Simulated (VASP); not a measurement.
Be18S: single point with r2SCAN+D3(BJ)

The system is Be18S, a slab with vacuum.

```xyz
19
Lattice="4.5800 0.0000 0.0000 3.4350 5.9496 0.0000 0.0000 0.0000 16.5884" Properties=species:S:1:pos:R:3 pbc="T T T"
Be    0.0000    0.0000    1.0000
Be    2.2900    0.0000    1.0000
Be    1.1450    1.9832    1.0000
Be    3.4350    1.9832    1.0000
Be    2.2900    3.9664    1.0000
Be    4.5800    3.9664    1.0000
Be   -0.0214    1.3447    2.8143
Be    2.2958    1.3521    2.8389
Be    1.1325    3.2848    2.8863
Be    3.4280    3.2880    2.7582
Be    2.3043    5.2661    2.8464
Be    4.5415    5.2779    2.8474
Be   -0.0042    0.0289    4.5973
Be    2.2727    0.0184    4.5769
Be    1.1322    1.9051    4.5900
Be    3.4265    1.8894    4.7327
Be    2.2456    4.0175    4.6912
Be    4.6047    4.0091    4.6904
S     3.4283    3.3246    6.1922
```

- Program: VASP 6.6.1
- Task: single point
- Functional: r2SCAN
- Dispersion: D3(BJ)
- Potentials or basis: VASP PAW PBE potentials, release 64 (Be, S)
- Cutoff: 520 eV
- k mesh: 5 × 4 × 1
- Occupations: gaussian, width 0.05 eV
- Spin: no spin polarisation

The largest force is 0.287 eV/Å. The band gap on the k mesh is zero (bands 21 and 22 overlap by 0.56 eV) and the dispersion energy per atom is -0.097 eV.

Forces on the atoms (eV/Å):
```
Be  -0.143 -0.083  0.124
Be   0.112 -0.136 -0.179
Be   0.086  0.206  0.180
Be  -0.044 -0.097 -0.061
Be  -0.206  0.036 -0.167
Be   0.194  0.078  0.063
Be  -0.005  0.001 -0.006
Be   0.005 -0.004 -0.010
Be   0.002  0.009 -0.002
Be   0.001  0.005  0.011
Be  -0.004 -0.001 -0.003
Be   0.005  0.001  0.000
Be  -0.003 -0.002  0.012
Be  -0.001 -0.009  0.009
Be   0.004  0.007  0.012
Be  -0.003 -0.001 -0.001
Be   0.002 -0.005  0.000
Be   0.000 -0.002 -0.002
S   -0.002 -0.001  0.020
```

Levels at points of the mesh, in eV from the Fermi level:
```
           k point  band 18  band 19  band 20  band 21  band 22  band 23  band 24  band 25
(0.00, 0.00, 0.00)    -1.76    -1.53    -0.39    -0.29    -0.04     1.40     2.68     3.07
(0.00, 0.50, 0.00)    -1.86    -1.77    -1.13    -0.29    -0.17    -0.04     2.30     2.98
```

Wall time 38 min on 1 thread of Intel Xeon 8259CL, on a shared host, peak memory 0.65 GiB.

Caveat: there is no dipole correction, which matters where the two faces differ; the PAW data sets were made with another functional, which shifts forces and pressure a little.
